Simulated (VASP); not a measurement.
# Pt (P6_3/mmc) in VASP: notebook

Pt is run at these levels: PBEsol; tasks: single point.

All numbers are computed with VASP 6.6.1; they aren't measurements. Logs are shortened: lines on timing, memory, paths and dates and some standing lists are left out, and cuts for length are marked.

### Step 1. The cell of the first run

Symmetry: P6_3/mmc, No. 194, hexagonal system. The conventional cell has a = 2.637 Å, b = 2.637 Å, c = 4.469 Å, α = 90.00°, β = 90.00°, γ = 120.00°. Within 3.5 Å of Pt (site symmetry -6m2) lie 12 Pt at 2.64 to 2.70 Å.

### Step 2. Single point, PBEsol

The input, INCAR:

```
PREC = Accurate
ENCUT = 520
EDIFF = 1E-6
ISMEAR = 0
SIGMA = 0.1
LREAL = F
LASPH = T
NELM = 60
ALGO = Normal
ISIF = 2
LWAVE = F
LCHARG = F
GGA = PS
NBANDS = 17
```

The input, KPOINTS:

```
Automatic mesh
0
Gamma
  11 11 6
```

The input, POSCAR:

```
Pt
1.0
    2.6372691689     -0.0000027577      0.0000000000
   -1.3186321962      2.2839434757      0.0000000000
    0.0000000000      0.0000000000      4.4688048653
Pt
2
Direct
    0.6666666667      0.3333333333      0.7500000000
    0.3333333333      0.6666666667      0.2500000000
```

Potentials or basis: VASP PAW PBE potentials, release 64 (Pt).

On the command line:

```
$ cat potpaw_PBE.64/Pt/POTCAR > POTCAR
$ mpirun -np 1 vasp_std > vasp.out
```

OUTCAR:

```text
PREC = Accurate
   ENCUT = 520
   EDIFF = 1E-6
   ISMEAR = 0
   LREAL = F
   LASPH = T
   NELM = 60
   ISIF = 2
   GGA = PS

 ion  position               nearest neighbor table
   1  0.667  0.333  0.750-   2 2.70   2 2.70   2 2.70   2 2.70   2 2.70   2 2.70
   2  0.333  0.667  0.250-   1 2.70   1 2.70   1 2.70   1 2.70   1 2.70   1 2.70

  LATTYP: Found a hexagonal cell.
 ALAT       =     2.6372691689
 C/A-ratio  =     1.6944818974

  Lattice vectors:

 A1 = (   2.6372691689,  -0.0000027577,   0.0000000000)
 A2 = (  -1.3186321962,   2.2839434757,   0.0000000000)
 A3 = (   0.0000000000,   0.0000000000,   4.4688048653)

Analysis of symmetry for initial positions (statically):
=====================================================================
 Subroutine PRICEL returns:
 Original cell was already a primitive cell.

 Routine SETGRP: Setting up the symmetry group for a
 hexagonal supercell.

 Subroutine GETGRP returns: Found 24 space group operations
 (whereof 12 operations were pure point group operations)
 out of a pool of 24 trial point group operations.

The static configuration has the point symmetry D_3d.
 The point group associated with its full space group is D_6h.

Analysis of symmetry for dynamics (positions and initial velocities):
=====================================================================
 Subroutine PRICEL returns:
 Original cell was already a primitive cell.

 Routine SETGRP: Setting up the symmetry group for a
 hexagonal supercell.

 Subroutine GETGRP returns: Found 24 space group operations
 (whereof 12 operations were pure point group operations)
 out of a pool of 24 trial point group operations.

The dynamic configuration has the point symmetry D_3d.
 The point group associated with its full space group is D_6h.

 Subroutine INISYM returns: Found 24 space group operations
 (whereof 12 operations are pure point group operations),
 and found     1 'primitive' translations

----------------------------------------------------------------------------------------

                                     Primitive cell

  volume of cell :      26.9173

  direct lattice vectors                    reciprocal lattice vectors
     2.637269169 -0.000002758  0.000000000     0.379180334  0.218919339  0.000000000
    -1.318632196  2.283943476  0.000000000     0.000000458  0.437839471  0.000000000
     0.000000000  0.000000000  4.468804865     0.000000000  0.000000000  0.223773476

  length of vectors
     2.637269169  2.637269169  4.468804865     0.437839471  0.437839471  0.223773476

  position of ions in fractional coordinates (direct lattice)
     0.666666667  0.333333333  0.750000000
     0.333333333  0.666666667  0.250000000

  ion indices of the primitive-cell ions
   primitive index   ion index
                 1           1
                 2           2

----------------------------------------------------------------------------------------

 KPOINTS: Automatic mesh

Automatic generation of k-mesh.
 Grid dimensions read from file:
 generate k-points for:   11   11    6

 Generating k-lattice:

  Cartesian coordinates                     Fractional coordinates (reciprocal lattice)
     0.034470939  0.019901758  0.000000000     0.090909091  0.000000000  0.000000000
     0.000000042  0.039803588  0.000000000     0.000000000  0.090909091  0.000000000
     0.000000000  0.000000000  0.037295579     0.000000000  0.000000000  0.166666667

  Length of vectors
     0.039803588  0.039803588  0.037295579

  Shift w.r.t. Gamma in fractional coordinates (k-lattice)
     0.000000000  0.000000000  0.000000000

 Subroutine IBZKPT returns following result:
 ===========================================

 Found     64 irreducible k-points:

 Following reciprocal coordinates:
            Coordinates               Weight
  0.000000  0.000000  0.000000      1.000000
  0.090909  0.000000  0.000000      6.000000
  0.181818 -0.000000  0.000000      6.000000
  0.272727  0.000000  0.000000      6.000000
  0.363636  0.000000  0.000000      6.000000
  0.454545 -0.000000  0.000000      6.000000
[... 16 lines left out ...]
  0.090909  0.090909  0.166667     12.000000
  0.181818  0.090909  0.166667     24.000000
 [... further k-points ...]
   k-points           NKPTS =     64   k-points in BZ     NKDIM =     64   number of bands    NBANDS=     17
   number of dos      NEDOS =    301   number of ions     NIONS =      2
   total plane-waves  NPLWV =  14400
   dimension x,y,z NGX =    20 NGY =   20 NGZ =   36
   dimension x,y,z NGXF=    40 NGYF=   40 NGZF=   72
   ions per type =               2
   NGX,Y,Z   is equivalent  to a cutoff of  12.61, 12.61, 13.39 a.u.
   NGXF,Y,Z  is equivalent  to a cutoff of  25.21, 25.21, 26.79 a.u.
 SYSTEM =  unknown system
   PREC   = accura    normal or accurate (medium, high low for compatibility)
   ISTART =      0    job   : 0-new  1-cont  2-samecut
   ICHARG =      2    charge: 1-file 2-atom 10-const
   ISPIN  =      1    spin polarized calculation?
   LNONCOLLINEAR =      F non collinear calculations
   LSORBIT =      F    spin-orbit coupling
   LASPH  =      T    aspherical Exc in radial PAW
   ENCUT  =  520.0 eV  38.22 Ry    6.18 a.u.   4.90  4.90  8.31*2*pi/ulx,y,z
   NELM   =     60;   NELMIN=  2; NELMDL= -5     # of ELM steps
   EDIFF  = 0.1E-05   stopping-criterion for ELM
   LREAL  =      F    real-space projection
   EDIFFG = 0.1E-04   stopping-criterion for IOM
   NSW    =      0    number of steps for IOM
   IBRION =     -1    ionic relax: 0-MD 1-quasi-New 2-CG
   NFREE  =      0    steps in history (QN), initial steepest desc. (CG)
   ISIF   =      2    stress and relaxation
   ISYM   =      2    0-nonsym 1-usesym 2-fastsym
   POTIM  = 0.5000    time-step for ionic-motion
   TEBEG  =    0.0;   TEEND  =   0.0 temperature during run
   PSTRESS=    0.0 pullay stress
   NELECT =      20.0000    total number of electrons
   NUPDOWN=      -1.0000    fix difference up-down
   EMIN   =  10.00;   EMAX   =-10.00  energy-range for DOS
   EFERMI =   0.00;   METHOD = LEGACY
   ISMEAR =     0;   SIGMA  =   0.10  broadening in eV -4-tet -1-fermi 0-gaus
   EFERMI_NEDOS =   21; number of points for ismear=-14 and -15
   IALGO  =     38    algorithm
   IMIX   =      4    mixing-type and parameters
     AMIX     =   0.40;   BMIX     =  1.00
     AMIX_MAG =   1.60;   BMIX_MAG =  1.00
  volume/ion in A,a.u.               =      13.46        90.82
  Fermi-wavevector in a.u.,A,eV,Ry     =   1.482772  2.802034 29.913963  2.198614
  Thomas-Fermi vector in A             =   2.596517
   LORBIT       =      0    0 simple, 1 ext, 2 COOP (PROOUT), +10 PAW based schemes
   GGA     = PS    functional components
   LHFCALC =     F    Hartree Fock is set to
   AEXX    =    0.0000 exact exchange contribution
   IVDW    =     0    specifies the selected vdW correction
   LEPSILON=     F    determine dielectric tensor
   LRPA    =     F    only Hartree local field effects (RPA)
 non-spin polarized calculation
 Gauss-broadening in eV      SIGMA  =   0.10
  energy-cutoff  :      520.00
  volume of cell :       26.92
 maximum number of plane-waves:       750
 NGX is ok and might be reduce to    20
   NGX =  9   NGY =  9   NGZ = 17

 number of electron      20.0000001 magnetization

 Free energy of the ion-electron system (eV)
  ---------------------------------------------------
  ext. energy  EPLUGINS =         0.00000000
  ---------------------------------------------------
  free energy    TOTEN  =       -13.38586532 eV

  energy without entropy =      -13.36443292  energy(sigma->0) =      -13.37514912

 E-fermi :  13.4136     XC(G=0): -14.3070

 val. band max:       13.3923364602   @ k =   0.4545   0.0909   0.5000
 cond. band min:      13.4148177032   @ k =   0.4545   0.0909   0.3333
 fundamental gap:      0.0224812430
 Fermi energy:        13.4136124822

 k-point     1 :       0.0000    0.0000    0.0000
  band No.  band energies     occupation
      1       1.7829      2.00000
      2       4.6568      2.00000
      3       8.5003      2.00000
      4       8.9814      2.00000
      5       8.9814      2.00000
      6       9.5183      2.00000
[... 9 lines left out ...]
     16      30.6886      0.00000
     17      35.8229      0.00000

 k-point     2 :       0.0909    0.0000    0.0000
  band No.  band energies     occupation
      1       2.1240      2.00000
      2       4.9668      2.00000
      3       8.3409      2.00000
      4       9.0730      2.00000
      5       9.2625      2.00000
      6       9.3514      2.00000
[... 9 lines left out ...]
     16      31.2518      0.00000
     17      33.9203      0.00000

 k-point     3 :       0.1818   -0.0000    0.0000
  band No.  band energies     occupation
      1       3.0635      2.00000
      2       5.6905      2.00000
      3       7.9682      2.00000
      4       8.7631      2.00000
      5       8.8217      2.00000
      6       9.7377      2.00000
[... 9 lines left out ...]
     16      31.7129      0.00000
     17      32.0990      0.00000

 k-point     4 :       0.2727    0.0000    0.0000
  band No.  band energies     occupation
      1       4.2832      2.00000
      2       5.9663      2.00000
      3       7.4651      2.00000
      4       8.1617      2.00000
      5       8.6405      2.00000
      6       9.7345      2.00000
[... 9 lines left out ...]
     16      29.5720      0.00000
     17      32.6144      0.00000
[... 343 lines left out ...]
      1       5.0824      2.00000
      2       5.3683      2.00000
      3       6.6141      2.00000
      4       7.8322      2.00000
      5       9.3611      2.00000
      6       9.7491      2.00000
[... 9 lines left out ...]
     16      26.4946      0.00000
     17      27.5250      0.00000

 k-point    23 :       0.0909    0.0909    0.1667
  band No.  band energies     occupation
      1       3.0376      2.00000
      2       5.5481      2.00000
      3       8.0608      2.00000
      4       8.4880      2.00000
      5       8.8590      2.00000
      6       9.4725      2.00000
[... 9 lines left out ...]
     16      31.0956      0.00000
     17      31.1917      0.00000

 k-point    24 :       0.1818    0.0909    0.1667
  band No.  band energies     occupation
      1       4.1091      2.00000
      2       6.2920      2.00000
      3       7.5727      2.00000
      4       7.7803      2.00000
      5       8.5904      2.00000
      6       9.2893      2.00000
[... 9 lines left out ...]
     16      30.2960      0.00000
     17      31.4137      0.00000

 [... further k-points ...]
[... 5 lines left out ...]
  --------------------------------------------------------------------------------------
  -------------------------------------------------------------------------------------
  Total        7.5397461      7.5397461      7.5034901      0.0000000      0.0000000      0.0000000
  in kB      448.7829659    448.7829658    446.6249268      0.0000000      0.0000000      0.0000000
  external PRESSURE =     448.0636195 kB  Pullay stress =       0.0000000 kB

 VOLUME and BASIS-vectors are now :
 -----------------------------------------------------------------------------
  energy-cutoff  :      520.00
  volume of cell :       26.92
      direct lattice vectors                 reciprocal lattice vectors
     2.637269169 -0.000002758  0.000000000     0.379180334  0.218919339  0.000000000
    -1.318632196  2.283943476  0.000000000     0.000000458  0.437839471  0.000000000
     0.000000000  0.000000000  4.468804865     0.000000000  0.000000000  0.223773476

 POSITION                                       TOTAL-FORCE (eV/Angst)
 -----------------------------------------------------------------------------------
      1.31864      0.76131      3.35160        -0.000000      0.000000      0.000000
      0.00000      1.52263      1.11720         0.000000     -0.000000      0.000000
 -----------------------------------------------------------------------------------
    total drift:                               -0.000000      0.000000     -0.000000

  FREE ENERGIE OF THE ION-ELECTRON SYSTEM (eV)
  ---------------------------------------------------
  free  energy   TOTEN  =       -13.3858653213 eV

  energy  without entropy=      -13.3644329207  energy(sigma->0) =      -13.37514912
```

Run time: 15 s. Hardware: 1 thread of AMD EPYC 9R14 (Zen 4), shared host; peak memory 0.12 GiB.

What came out:

* Free energy: -13.3859 eV
* Pressure: 44.8 GPa
* Band gap on the k mesh: zero (band 10 reaches 13.88 eV, above the bottom of band 11 at 12.35 eV)

Caveat: the PAW data sets were made with another functional, which shifts forces and pressure a little; spin-orbit coupling is left out, which moves the levels of the heavy elements.

### Step 3. Single point, PBEsol

This run uses another cell than the first one, of 13.90 Å³/atom, 1.033 times its volume.

The input, INCAR:

```
SYSTEM = Pt
  PREC = Accurate
  ENCUT = 520
  EDIFF = 1E-6
  ISMEAR = 0
  SIGMA = 0.1
  LREAL = .False.
  LASPH = .True.
  NELM = 80
  ALGO = Normal
  ISIF = 2
  LWAVE = .False.
  LCHARG = .False.
  GGA = PS
  NBANDS = 17
```

The input, KPOINTS:

```
Automatic mesh
0
Gamma
  11 11 6
  0 0 0
```

The input, POSCAR:

```
Pt
1.0
    2.6632012910     -0.0000027848      0.0000000000
   -1.3315982338      2.3064013658      0.0000000000
    0.0000000000      0.0000000000      4.5254485372
Pt
2
Direct
    0.6666666667      0.3333333333      0.7500000000
    0.3333333333      0.6666666667      0.2500000000
```

Potentials or basis: VASP PAW PBE potentials, release 64 (Pt).

On the command line:

```
$ cat potpaw_PBE.64/Pt/POTCAR > POTCAR
$ mpirun -np 1 vasp_std > vasp.out
```

It took 15 s on 1 thread of AMD EPYC 9R14 (Zen 4), shared host; peak memory 0.12 GiB.

It converged, with:

```
Free energy            : -13.5899 eV
Pressure               : 29.7 GPa
Band gap on the k mesh : zero (band 10 reaches 13.17 eV, above the bottom of band 11 at 11.72 eV)
```

Stress tensor (GPa, compression positive):
```
29.77  0.00  0.00
 0.00 29.77  0.00
 0.00  0.00 29.55
```

Levels at points of the mesh, in eV from the Fermi level:
```csv
k point,band 7,band 8,band 9,band 10,band 11,band 12,band 13,band 14
"(0.00, 0.00, 0.00)",-3.70,-2.41,-2.41,-1.22,-0.29,-0.29,5.82,14.69
"(0.00, 0.00, 0.50)",-4.22,-4.22,-1.01,-1.01,-1.01,-1.01,13.10,13.10
```

Caveat: the PAW data sets were made with another functional, which shifts forces and pressure a little; spin-orbit coupling is left out, which moves the levels of the heavy elements.

### Step 4. Single point, PBEsol

This run uses another cell than the first one, of 14.44 Å³/atom, 1.073 times its volume.

The input, INCAR:

```
SYSTEM = Pt
PREC = Accurate
ENCUT = 520
EDIFF = 1E-6
ISMEAR = 0
SIGMA = 0.1
LREAL = .FALSE.
LASPH = .TRUE.
NELM = 60
ALGO = Normal
ISIF = 2
LWAVE = .FALSE.
LCHARG = .FALSE.
GGA = PS
NBANDS = 17
```

The input, KPOINTS:

```
Automatic mesh
0
G
  11 11 6
  0 0 0
```

The input, POSCAR:

```
Pt
1.0
    2.6937840872     -0.0000028168      0.0000000000
   -1.3468896042      2.3328868602      0.0000000000
    0.0000000000      0.0000000000      4.5948260710
Pt
2
Direct
    0.6666666667      0.3333333333      0.7500000000
    0.3333333333      0.6666666667      0.2500000000
```

On the command line:

```
$ cat potpaw_PBE.64/Pt/POTCAR > POTCAR
$ mpirun -np 1 vasp_std > vasp.out
```

It took 15 s on 1 thread of AMD EPYC 9R14 (Zen 4), shared host; peak memory 0.12 GiB.

It converged, with:

| Property | Result |
| --- | --- |
| Free energy | -13.7380 eV |
| Pressure | 14.6 GPa |
| Band gap on the k mesh | zero (band 10 reaches 12.36 eV, above the bottom of band 11 at 11.00 eV) |

Stress tensor (GPa, compression positive):
```
14.70  0.00  0.00
 0.00 14.70  0.00
 0.00  0.00 14.52
```

Levels at points of the mesh, in eV from the Fermi level:
```
           k point  band 7  band 8  band 9  band 10  band 11  band 12  band 13  band 14
(0.00, 0.00, 0.00)   -3.49   -2.23   -2.23    -1.07    -0.27    -0.27     5.48    14.82
(0.00, 0.00, 0.50)   -3.97   -3.97   -0.94    -0.94    -0.94    -0.94    12.83    12.83
```

Caveat: the PAW data sets were made with another functional, which shifts forces and pressure a little; spin-orbit coupling is left out, which moves the levels of the heavy elements.

(Continued in part 2 of 2.)
